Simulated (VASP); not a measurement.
# Sr (P4_2/mnm) in VASP: single point with PBE

Aim: the single point of Sr with PBE.

All numbers are computed with VASP 6.6.1; they aren't measurements. Logs are shortened: lines on timing, memory, paths and dates and some standing lists are left out, and cuts for length are marked.

## Step 1: The cell of the first run

The structure is tetragonal, space group P4_2/mnm (No. 136). Conventional cell: a = 5.933 Å, b = 5.933 Å, c = 3.612 Å, α = 90.00°, β = 90.00°, γ = 90.00°. Sr (site symmetry m2m) has 13 Sr at 3.40 to 4.27 Å within 4.5 Å.

## Step 2: Single point, PBE (Be replaced by Sr, lengths x 1.619, strained)

File INCAR:

```
PREC     = Accurate       # precision mode
ENCUT    = 520            # plane-wave cutoff, eV
EDIFF    = 1E-6           # SCF threshold, eV
ISMEAR   = 0              # smearing method
SIGMA    = 0.1            # smearing width, eV
LREAL    = F              # projectors in reciprocal space
LASPH    = T              # aspherical terms in the spheres
NELM     = 100            # most SCF steps
ALGO     = Fast           # electronic algorithm
ISIF     = 2              # what is computed and relaxed
LWAVE    = F              # write WAVECAR
LCHARG   = T              # write CHGCAR
GGA      = PE             # functional
LELF     = T              # ELF
LVHAR    = T            
NBANDS   = 28             # bands
```

File KPOINTS:

```
regular mesh
0
Gamma
  8 8 12
```

File POSCAR:

```
Sr
1.0
    5.9326315222      0.0000000000      0.0000000000
    0.0000000000      5.9326315222      0.0000000000
    0.0000000000      0.0000000000      3.6121338393
Sr
4
Direct
    0.2974080000      0.2974080000      0.0000000000
    0.7025920000      0.7025920000      0.0000000000
    0.2025920000      0.7974080000      0.5000000000
    0.7974080000      0.2025920000      0.5000000000
```

Potentials or basis: VASP PAW PBE potentials, release 64 (Sr_sv).

The run is started by

```console
$ cat potpaw_PBE.64/Sr_sv/POTCAR > POTCAR
$ mpirun -np 1 vasp_std > vasp.out
```

OUTCAR:

```text
PREC = Accurate
   ENCUT = 520
   EDIFF = 1E-6
   ISMEAR = 0
   LREAL = F
   LASPH = T
   NELM = 100
   ISIF = 2
   GGA = PE

 ion  position               nearest neighbor table
   1  0.297  0.297  0.000-   2 3.40   3 3.52   4 3.52   3 3.52   4 3.52   3 3.52   3 3.52   4 3.52
                             4 3.52   2 4.27   2 4.27   2 4.96   2 4.96   2 4.99
   2  0.703  0.703  0.000-   1 3.40   3 3.52   4 3.52   3 3.52   4 3.52   4 3.52   4 3.52   3 3.52
                             3 3.52   1 4.27   1 4.27   1 4.96   1 4.96   1 4.99
   3  0.203  0.797  0.500-   4 3.40   2 3.52   1 3.52   1 3.52   2 3.52   1 3.52   1 3.52   2 3.52
                             2 3.52   4 4.27   4 4.27   4 4.96   4 4.96   4 4.99
   4  0.797  0.203  0.500-   3 3.40   2 3.52   1 3.52   1 3.52   2 3.52   2 3.52   2 3.52   1 3.52
                             1 3.52   3 4.27   3 4.27   3 4.96   3 4.96   3 4.99

  LATTYP: Found a simple tetragonal cell.
 ALAT       =     5.9326315222
 C/A-ratio  =     0.6088586196

  Lattice vectors:

 A1 = (   5.9326315222,   0.0000000000,   0.0000000000)
 A2 = (   0.0000000000,   5.9326315222,   0.0000000000)
 A3 = (   0.0000000000,   0.0000000000,   3.6121338393)

Analysis of symmetry for initial positions (statically):
=====================================================================
 Subroutine PRICEL returns:
 Original cell was already a primitive cell.

 Routine SETGRP: Setting up the symmetry group for a
 simple tetragonal supercell.

 Subroutine GETGRP returns: Found 16 space group operations
 (whereof  8 operations were pure point group operations)
 out of a pool of 16 trial point group operations.

The static configuration has the point symmetry D_2h.
 The point group associated with its full space group is D_4h.

Analysis of symmetry for dynamics (positions and initial velocities):
=====================================================================
 Subroutine PRICEL returns:
 Original cell was already a primitive cell.

 Routine SETGRP: Setting up the symmetry group for a
 simple tetragonal supercell.

 Subroutine GETGRP returns: Found 16 space group operations
 (whereof  8 operations were pure point group operations)
 out of a pool of 16 trial point group operations.

The dynamic configuration has the point symmetry D_2h.
 The point group associated with its full space group is D_4h.

 Subroutine INISYM returns: Found 16 space group operations
 (whereof  8 operations are pure point group operations),
 and found     1 'primitive' translations

----------------------------------------------------------------------------------------

                                     Primitive cell

  volume of cell :     127.1331

  direct lattice vectors                    reciprocal lattice vectors
     5.932631522  0.000000000  0.000000000     0.168559264  0.000000000  0.000000000
     0.000000000  5.932631522  0.000000000     0.000000000  0.168559264  0.000000000
     0.000000000  0.000000000  3.612133839     0.000000000  0.000000000  0.276844670

  length of vectors
     5.932631522  5.932631522  3.612133839     0.168559264  0.168559264  0.276844670

  position of ions in fractional coordinates (direct lattice)
     0.297408000  0.297408000  0.000000000
     0.702592000  0.702592000  0.000000000
     0.202592000  0.797408000  0.500000000
     0.797408000  0.202592000  0.500000000

  ion indices of the primitive-cell ions
   primitive index   ion index
                 1           1
                 2           2
                 3           3
                 4           4

----------------------------------------------------------------------------------------

 KPOINTS: regular mesh

Automatic generation of k-mesh.
 Grid dimensions read from file:
 generate k-points for:    8    8   12

 Generating k-lattice:

  Cartesian coordinates                     Fractional coordinates (reciprocal lattice)
     0.021069908  0.000000000  0.000000000     0.125000000  0.000000000  0.000000000
     0.000000000  0.021069908  0.000000000     0.000000000  0.125000000  0.000000000
     0.000000000  0.000000000  0.023070389     0.000000000  0.000000000  0.083333333

  Length of vectors
     0.021069908  0.021069908  0.023070389

  Shift w.r.t. Gamma in fractional coordinates (k-lattice)
     0.000000000  0.000000000  0.000000000

 Subroutine IBZKPT returns following result:
 ===========================================

 Found    105 irreducible k-points:

 Following reciprocal coordinates:
            Coordinates               Weight
  0.000000  0.000000  0.000000      1.000000
  0.125000  0.000000  0.000000      4.000000
  0.250000  0.000000  0.000000      4.000000
  0.375000  0.000000  0.000000      4.000000
  0.500000  0.000000  0.000000      2.000000
  0.125000  0.125000  0.000000      4.000000
[... 16 lines left out ...]
  0.375000  0.125000  0.083333     16.000000
  0.500000  0.125000  0.083333      8.000000
 [... further k-points ...]
   k-points           NKPTS =    105   k-points in BZ     NKDIM =    105   number of bands    NBANDS=     28
   number of dos      NEDOS =    301   number of ions     NIONS =      4
   total plane-waves  NPLWV =  64512
   dimension x,y,z NGX =    48 NGY =   48 NGZ =   28
   dimension x,y,z NGXF=    96 NGYF=   96 NGZF=   56
   ions per type =               4
   NGX,Y,Z   is equivalent  to a cutoff of  13.45, 13.45, 12.89 a.u.
   NGXF,Y,Z  is equivalent  to a cutoff of  26.90, 26.90, 25.77 a.u.
 SYSTEM =  unknown system
   PREC   = accura    normal or accurate (medium, high low for compatibility)
   ISTART =      0    job   : 0-new  1-cont  2-samecut
   ICHARG =      2    charge: 1-file 2-atom 10-const
   ISPIN  =      1    spin polarized calculation?
   LNONCOLLINEAR =      F non collinear calculations
   LSORBIT =      F    spin-orbit coupling
   LASPH  =      T    aspherical Exc in radial PAW
   ENCUT  =  520.0 eV  38.22 Ry    6.18 a.u.  11.03 11.03  6.72*2*pi/ulx,y,z
   NELM   =    100;   NELMIN=  2; NELMDL= -5     # of ELM steps
   EDIFF  = 0.1E-05   stopping-criterion for ELM
   LREAL  =      F    real-space projection
   EDIFFG = 0.1E-04   stopping-criterion for IOM
   NSW    =      0    number of steps for IOM
   IBRION =     -1    ionic relax: 0-MD 1-quasi-New 2-CG
   NFREE  =      0    steps in history (QN), initial steepest desc. (CG)
   ISIF   =      2    stress and relaxation
   ISYM   =      2    0-nonsym 1-usesym 2-fastsym
   POTIM  = 0.5000    time-step for ionic-motion
   TEBEG  =    0.0;   TEEND  =   0.0 temperature during run
   PSTRESS=    0.0 pullay stress
   NELECT =      40.0000    total number of electrons
   NUPDOWN=      -1.0000    fix difference up-down
   EMIN   =  10.00;   EMAX   =-10.00  energy-range for DOS
   EFERMI =   0.00;   METHOD = LEGACY
   ISMEAR =     0;   SIGMA  =   0.10  broadening in eV -4-tet -1-fermi 0-gaus
   EFERMI_NEDOS =   21; number of points for ismear=-14 and -15
   IALGO  =     68    algorithm
   IMIX   =      4    mixing-type and parameters
     AMIX     =   0.40;   BMIX     =  1.00
     AMIX_MAG =   1.60;   BMIX_MAG =  1.00
  volume/ion in A,a.u.               =      31.78       214.48
  Fermi-wavevector in a.u.,A,eV,Ry     =   1.113462  2.104138 16.868463  1.239797
  Thomas-Fermi vector in A             =   2.250047
   LORBIT       =      0    0 simple, 1 ext, 2 COOP (PROOUT), +10 PAW based schemes
   GGA     = PE    functional components
   LHFCALC =     F    Hartree Fock is set to
   AEXX    =    0.0000 exact exchange contribution
   IVDW    =     0    specifies the selected vdW correction
   LEPSILON=     F    determine dielectric tensor
   LRPA    =     F    only Hartree local field effects (RPA)
 non-spin polarized calculation
 RMM-DIIS sequential band-by-band and
 Gauss-broadening in eV      SIGMA  =   0.10
  energy-cutoff  :      520.00
  volume of cell :      127.13
 maximum number of plane-waves:      3452
 NGX is ok and might be reduce to    48
   NGX = 23   NGY = 23   NGZ = 13

 number of electron      40.0000000 magnetization

 Free energy of the ion-electron system (eV)
  ---------------------------------------------------
  ext. energy  EPLUGINS =         0.00000000
  ---------------------------------------------------
  free energy    TOTEN  =        -3.54331060 eV

  energy without entropy =       -3.52975184  energy(sigma->0) =       -3.53653122

 E-fermi :   3.7838     XC(G=0):  -9.2373

 val. band max:        3.7823113181   @ k =   0.2500   0.0000   0.1667
 cond. band min:       3.7887060493   @ k =   0.1250   0.1250   0.4167
 fundamental gap:      0.0063947311
 Fermi energy:         3.7837909833

 k-point     1 :       0.0000    0.0000    0.0000
  band No.  band energies     occupation
      1     -31.9376      2.00000
      2     -31.7767      2.00000
      3     -31.7767      2.00000
      4     -31.7112      2.00000
      5     -14.6831      2.00000
      6     -14.4483      2.00000
[... 20 lines left out ...]
     27       7.0831      0.00000
     28       7.0867      0.00000

 k-point     2 :       0.1250    0.0000    0.0000
  band No.  band energies     occupation
      1     -31.9320      2.00000
      2     -31.7839      2.00000
      3     -31.7738      2.00000
      4     -31.7127      2.00000
      5     -14.6643      2.00000
      6     -14.4314      2.00000
[... 20 lines left out ...]
     27       6.9294      0.00000
     28       7.1431      0.00000

 k-point     3 :       0.2500    0.0000    0.0000
  band No.  band energies     occupation
      1     -31.9160      2.00000
      2     -31.8035      2.00000
      3     -31.7656      2.00000
      4     -31.7180      2.00000
      5     -14.6189      2.00000
      6     -14.3620      2.00000
[... 20 lines left out ...]
     27       6.7497      0.00000
     28       6.7585      0.00000

 k-point     4 :       0.3750    0.0000    0.0000
  band No.  band energies     occupation
      1     -31.8915      2.00000
      2     -31.8310      2.00000
      3     -31.7537      2.00000
      4     -31.7275      2.00000
      5     -14.5599      2.00000
      6     -14.3993      2.00000
[... 578 lines left out ...]
     27       6.5744      0.00000
     28       6.8384      0.00000

 k-point    23 :       0.3750    0.1250    0.0833
  band No.  band energies     occupation
      1     -31.8815      2.00000
      2     -31.8239      2.00000
      3     -31.7568      2.00000
      4     -31.7304      2.00000
      5     -14.5189      2.00000
      6     -14.3700      2.00000
[... 20 lines left out ...]
     27       6.4205      0.00000
     28       6.7250      0.00000

 k-point    24 :       0.5000    0.1250    0.0833
  band No.  band energies     occupation
      1     -31.8532      2.00000
      2     -31.8532      2.00000
      3     -31.7432      2.00000
      4     -31.7432      2.00000
      5     -14.4484      2.00000
      6     -14.4484      2.00000
[... 20 lines left out ...]
     27       6.5661      0.00000
     28       6.5671      0.00000

 [... further k-points ...]
[... 5 lines left out ...]
  --------------------------------------------------------------------------------------
  -------------------------------------------------------------------------------------
  Total       11.3399776     11.3399776     11.5639765      0.0000000      0.0000000      0.0000000
  in kB      142.9105182    142.9105182    145.7334346      0.0000000      0.0000000      0.0000000
  external PRESSURE =     143.8514903 kB  Pullay stress =       0.0000000 kB

 VOLUME and BASIS-vectors are now :
 -----------------------------------------------------------------------------
  energy-cutoff  :      520.00
  volume of cell :      127.13
      direct lattice vectors                 reciprocal lattice vectors
     5.932631522  0.000000000  0.000000000     0.168559264  0.000000000  0.000000000
     0.000000000  5.932631522  0.000000000     0.000000000  0.168559264  0.000000000
     0.000000000  0.000000000  3.612133839     0.000000000  0.000000000  0.276844670

 POSITION                                       TOTAL-FORCE (eV/Angst)
 -----------------------------------------------------------------------------------
      1.76441      1.76441      0.00000        -0.192612     -0.192612     -0.000000
      4.16822      4.16822      0.00000         0.192612      0.192612      0.000000
      1.20190      4.73073      1.80607         0.192612     -0.192612      0.000000
      4.73073      1.20190      1.80607        -0.192612      0.192612      0.000000
 -----------------------------------------------------------------------------------
    total drift:                                0.000000      0.000000     -0.000000

  FREE ENERGIE OF THE ION-ELECTRON SYSTEM (eV)
  ---------------------------------------------------
  free  energy   TOTEN  =        -3.5433106036 eV

  energy  without entropy=       -3.5297518398  energy(sigma->0) =       -3.53653122
```

It took 8.8 min on 1 thread of Intel Xeon 8259CL, shared host; peak memory 0.43 GiB.

What came out:

```
Free energy            : -3.5433 eV
Pressure               : 14.4 GPa
Largest force          : 0.272 eV/Å
Band gap on the k mesh : zero (bands 20 and 21 overlap by 1.06 eV)
```

Forces on the atoms (eV/Å):
```
Sr  -0.193 -0.193  0.000
Sr   0.193  0.193  0.000
Sr   0.193 -0.193  0.000
Sr  -0.193  0.193  0.000
```

Stress tensor (GPa, compression positive):
```
14.29  0.00  0.00
 0.00 14.29  0.00
 0.00  0.00 14.57
```

Caveat: the cell differs from its parent crystal (Be replaced by Sr, lengths x 1.619, strained); the cell stands under pressure.
